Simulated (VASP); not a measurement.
Write the native input for VASP 6.6.1 that does the following.

```
Task                   : relaxation of cell and atoms
Functional             : PBE
Potentials or basis    : VASP PAW PBE potentials, release 64 (Sc_sv)
Cutoff                 : 600 eV
k mesh                 : 11 × 11 × 11
Occupations            : fermi-dirac, width 0.05 eV
Spin                   : no spin polarisation
Target pressure        : 7.2 GPa
Dipole correction      : no
Further INCAR settings : ALGO = Normal; EDIFF = 1e-06; IBRION = 2; EDIFFG = -0.005; NSW = 60; ISIF = 3
```

The structure of Sc lies in POSCAR:

```
Sc
1.0
    0.0000000000      2.9699584616      2.9699584616
    2.9699584616      0.0000000000      2.9699584616
    2.9699584616      2.9699584616      0.0000000000
Sc
2
Direct
   -0.1250000000     -0.1250000000     -0.1250000000
    0.1250000000      0.1250000000      0.1250000000
```

One way to write it, as run:

INCAR

```
SYSTEM = Sc
  PREC = Accurate
  ENCUT = 600
  EDIFF = 1E-6
  ISMEAR = -1
  SIGMA = 0.05
  LREAL = .False.
  LASPH = .True.
  NELM = 100
  ALGO = Normal
  ISIF = 3
  LWAVE = .False.
  LCHARG = .False.
  GGA = PE
  IBRION = 2
  NSW = 60
  EDIFFG = -0.005
  PSTRESS = 72.0
```

KPOINTS

```
regular mesh
0
Gamma
  11 11 11
  0 0 0
```

Potentials or basis: VASP PAW PBE potentials, release 64 (Sc_sv).

Command:

```bash
$ cat potpaw_PBE.64/Sc_sv/POTCAR > POTCAR
$ mpirun -np 1 vasp_std > vasp.out
```

It gave:

```yaml
Relaxed_volume: 22.32 Å³/atom
Relaxed_cell: a = 3.982 Å, b = 3.982 Å, c = 3.982 Å, α = 60.00°, β = 60.00°, γ = 60.00°
Space_group_after_relaxing_to_0.05_Å: Fd-3m (No. 227)
Energy_change_on_relaxing_the_enthalpy_is_what_falls: +132.1 meV/atom
Ionic_steps: 4
Pressure_after_relaxing: 7.2 GPa
Band_gap_on_the_k_mesh: zero (band 11 reaches 4.70 eV, above the bottom of band 12 at 3.61 eV)
```

Caveat: the cell is relaxed towards a set pressure, so the enthalpy falls and the energy may rise.

Run time: 3.5 min on 1 thread of Oxide Virtual Turin-like Processor, on a shared host, peak memory 0.21 GiB.
